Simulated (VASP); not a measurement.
# Mg3H2 (Pm-3m) in VASP: notebook, part 2 of 2

VASP 6.6.1. Earlier steps stand in the parts before.

## 4. Single point, PBE

Input file INCAR:

```
SYSTEM = Mg3H2
PREC = Accurate
ENCUT = 520
EDIFF = 1E-7
ISMEAR = 0
SIGMA = 0.1
LREAL = .FALSE.
LASPH = .TRUE.
NELM = 100
ALGO = Normal
ISIF = 2
LWAVE = .FALSE.
LCHARG = .FALSE.
GGA = PE
NBANDS = 12
```

Input file KPOINTS:

```
regular mesh
0
G
  10 10 10
  0 0 0
```

Input file POSCAR:

```
Mg3H2
1.0
    4.3340415535      0.0000000000      0.0000000000
    0.0000000000      4.3340415535      0.0000000000
    0.0000000000      0.0000000000      4.3340415535
Mg H
3 2
Direct
    0.0000000000      0.5000000000      0.5000000000
    0.5000000000      0.0000000000      0.5000000000
    0.5000000000      0.5000000000      0.0000000000
    0.0000000000      0.0000000000      0.0000000000
    0.5000000000      0.5000000000      0.5000000000
```

Potentials or basis: VASP PAW PBE potentials, release 64 (Mg, H).

Command:

```bash
$ cat potpaw_PBE.64/Mg/POTCAR potpaw_PBE.64/H/POTCAR > POTCAR
$ mpirun -np 1 vasp_std > vasp.out
```

OUTCAR:

```text
SYSTEM = Mg3H2
   PREC = Accurate
   ENCUT = 520
   EDIFF = 1E-7
   ISMEAR = 0
   LREAL = .FALSE.
   LASPH = .TRUE.
   NELM = 100
   ISIF = 2
   GGA = PE

 ion  position               nearest neighbor table
   1  0.000  0.500  0.500-   5 2.17   5 2.17   2 3.06   3 3.06   2 3.06   2 3.06   3 3.06   3 3.06
                             3 3.06   2 3.06
   2  0.500  0.000  0.500-   5 2.17   5 2.17   1 3.06   3 3.06   1 3.06   3 3.06   3 3.06   3 3.06
                             1 3.06   1 3.06
   3  0.500  0.500  0.000-   5 2.17   5 2.17   1 3.06   1 3.06   2 3.06   2 3.06   2 3.06   2 3.06
                             1 3.06   1 3.06
   4  0.000  0.000  0.000-
   5  0.500  0.500  0.500-   1 2.17   2 2.17   3 2.17   3 2.17   2 2.17   1 2.17

  LATTYP: Found a simple cubic cell.
 ALAT       =     4.3340415535

  Lattice vectors:

 A1 = (   4.3340415535,   0.0000000000,   0.0000000000)
 A2 = (   0.0000000000,   4.3340415535,   0.0000000000)
 A3 = (   0.0000000000,   0.0000000000,   4.3340415535)

Analysis of symmetry for initial positions (statically):
=====================================================================
 Subroutine PRICEL returns:
[... 189 lines left out ...]
      4       2.5428      0.00000
      5       2.5428      0.00000
      6       4.0352      0.00000
      7       4.0352      0.00000
      8       4.7335      0.00000
      9       9.5194      0.00000
     10       9.5194      0.00000
     11       9.5194      0.00000
     12      10.3755      0.00000
[... 331 lines left out ...]
 k-point    24 :       0.3000    0.1000    0.1000
  band No.  band energies     occupation
      1      -5.5881      2.00000
      2      -2.1415      2.00000
      3       1.0486      2.00000
      4       2.3979      0.00045
      5       3.1410      0.00000
      6       3.9203      0.00000
      7       5.1089      0.00000
      8       6.2687      0.00000
      9       6.6701      0.00000
     10       7.6570      0.00000
     11       8.6621      0.00000
     12       8.8917      0.00000

 [... further k-points ...]
[... 5 lines left out ...]
  --------------------------------------------------------------------------------------
  -------------------------------------------------------------------------------------
  Total       -0.0467682     -0.0467682     -0.0467682      0.0000000     -0.0000000      0.0000000
  in kB       -0.9204111     -0.9204111     -0.9204111      0.0000000     -0.0000000      0.0000000
  external PRESSURE =      -0.9204111 kB  Pullay stress =       0.0000000 kB

 VOLUME and BASIS-vectors are now :
 -----------------------------------------------------------------------------
  energy-cutoff  :      520.00
  volume of cell :       81.41
      direct lattice vectors                 reciprocal lattice vectors
     4.334041553  0.000000000  0.000000000     0.230731521  0.000000000  0.000000000
     0.000000000  4.334041553  0.000000000     0.000000000  0.230731521  0.000000000
     0.000000000  0.000000000  4.334041553     0.000000000  0.000000000  0.230731521

 POSITION                                       TOTAL-FORCE (eV/Angst)
 -----------------------------------------------------------------------------------
      0.00000      2.16702      2.16702         0.000000      0.000000      0.000000
      2.16702      0.00000      2.16702         0.000000      0.000000      0.000000
      2.16702      2.16702      0.00000         0.000000      0.000000      0.000000
      0.00000      0.00000      0.00000         0.000000      0.000000      0.000000
      2.16702      2.16702      2.16702         0.000000      0.000000      0.000000
 -----------------------------------------------------------------------------------
    total drift:                                0.000000      0.000000      0.000000

  FREE ENERGIE OF THE ION-ELECTRON SYSTEM (eV)
  ---------------------------------------------------
  free  energy   TOTEN  =        -8.7951565987 eV

  energy  without entropy=       -8.7889700626  energy(sigma->0) =       -8.79206333
```

OSZICAR:

```text
N       E                     dE             d eps       ncg     rms          rms(c)
DAV:   1     0.206075000388E+00    0.20608E+00   -0.23410E+03  1344   0.470E+02
DAV:   2    -0.906218936427E+01   -0.92683E+01   -0.89674E+01  1664   0.576E+01
DAV:   3    -0.940950607935E+01   -0.34732E+00   -0.34654E+00  1712   0.948E+00
DAV:   4    -0.941149587190E+01   -0.19898E-02   -0.19897E-02  1528   0.825E-01
DAV:   5    -0.941152515465E+01   -0.29283E-04   -0.29283E-04  1680   0.101E-01    0.340E+00
DAV:   6    -0.888899815211E+01    0.52253E+00   -0.75754E-01  1576   0.297E+00    0.139E+00
DAV:   7    -0.879703335059E+01    0.91965E-01   -0.40371E-01  1496   0.263E+00    0.510E-01
DAV:   8    -0.879581155216E+01    0.12218E-02   -0.13330E-02  1504   0.671E-01    0.260E-01
DAV:   9    -0.879517615271E+01    0.63540E-03   -0.13901E-03  1480   0.194E-01    0.367E-02
DAV:  10    -0.879515317509E+01    0.22978E-04   -0.10650E-04  1568   0.434E-02    0.136E-02
DAV:  11    -0.879516119945E+01   -0.80244E-05   -0.45141E-05  1520   0.296E-02    0.113E-02
DAV:  12    -0.879515646942E+01    0.47300E-05   -0.15955E-05  1492   0.143E-02    0.169E-03
DAV:  13    -0.879515661544E+01   -0.14602E-06   -0.93099E-07  1540   0.464E-03    0.243E-04
DAV:  14    -0.879515659870E+01    0.16739E-07   -0.11221E-08   772   0.574E-04
   1 F= -.87951566E+01 E0= -.87920633E+01  d E =-.618654E-02
```

Run time: 1.9 min. Hardware: 1 thread of AMD EPYC, shared host; peak memory 0.17 GiB.

What came out:

```yaml
Free_energy: -8.7952 eV
Pressure: -0.1 GPa
Band_gap_on_the_k_mesh: zero (band 4 reaches 3.12 eV, above the bottom of band 5 at 0.75 eV)
```

## 5. Relaxation of cell and atoms, PBE

Input file INCAR:

```
SYSTEM = Mg3H2
ALGO = Normal
EDIFF = 1E-6
EDIFFG = -0.01
ENCUT = 600
GGA = PE
IBRION = 2
ISIF = 3
ISMEAR = 0
LASPH = .True.
LCHARG = .False.
LREAL = .False.
LWAVE = .False.
NELM = 100
NSW = 100
PREC = Accurate
SIGMA = 0.1
```

Input file KPOINTS:

```
k-points
0
Gamma
  10 10 10
  0 0 0
```

POSCAR is that of step 4.

Command:

```bash
$ cat potpaw_PBE.64/Mg/POTCAR potpaw_PBE.64/H/POTCAR > POTCAR
$ mpirun -np 1 vasp_std > vasp.out
```

Run time: 2 min. Hardware: 1 thread of AMD EPYC, shared host; peak memory 0.2 GiB.

It converged, with:

| Quantity | Value |
| --- | --- |
| Free energy | -8.7958 eV |
| Pressure after relaxing | -0.1 GPa |

Final structure:
```
Mg H
1.0
     4.33404    0.00000    0.00000
     0.00000    4.33404    0.00000
     0.00000    0.00000    4.33404
Mg H
3 2
Direct
  0.00000 0.50000 0.50000
  0.50000 0.00000 0.50000
  0.50000 0.50000 0.00000
  0.00000 0.00000 0.00000
  0.50000 0.50000 0.50000
```

Levels at points of the mesh, in eV from the Fermi level:
```tsv
k point	band 1	band 2	band 3	band 4	band 5	band 6	band 7	band 8
(0.00, 0.00, 0.00)	-8.34	-3.43	0.39	0.39	0.39	1.89	1.89	2.58
(0.50, 0.00, 0.00)	-7.45	-5.06	-0.29	0.57	1.57	1.57	3.04	3.04
(0.50, 0.50, 0.00)	-6.85	-3.60	-2.74	-2.74	2.59	2.64	2.68	4.26
(0.50, 0.50, 0.50)	-6.38	-2.65	-1.12	-1.12	-1.12	-0.48	-0.48	-0.48
```

Caveat: the relaxation stopped at its first step, so nothing moved; the bands computed are all filled at some k points, so no gap is given.

## 6. Summary

| task | cell | k mesh | cutoff (eV) | gap on the mesh (eV) | pressure (GPa) |
| --- | --- | --- | --- | --- | --- |
| single point | a = 4.334 Å, 5 atoms | 8 × 8 × 8 | 520 | none | -0.1 |
| relaxation of cell and atoms | relaxed from a = 4.370 Å, 5 atoms | 8 × 8 × 8 | 600 | - | 0.0 |
| single point | a = 4.334 Å, 5 atoms | 10 × 10 × 10 | 520 | none | -0.1 |
| relaxation of cell and atoms | relaxed from a = 4.334 Å, 5 atoms | 10 × 10 × 10 | 600 | - | -0.1 |

Alike in all rows: level PBE; potentials or basis VASP PAW PBE potentials, release 64 (Mg, H); no spin polarisation; smearing gaussian 0.1 eV.

Caveats: the bands computed are all filled at some k points, so no gap is given (some runs); the relaxation stopped at its first step, so nothing moved (some runs).

Total energies depend on the potentials used, so only differences within one code and one set of settings carry meaning.
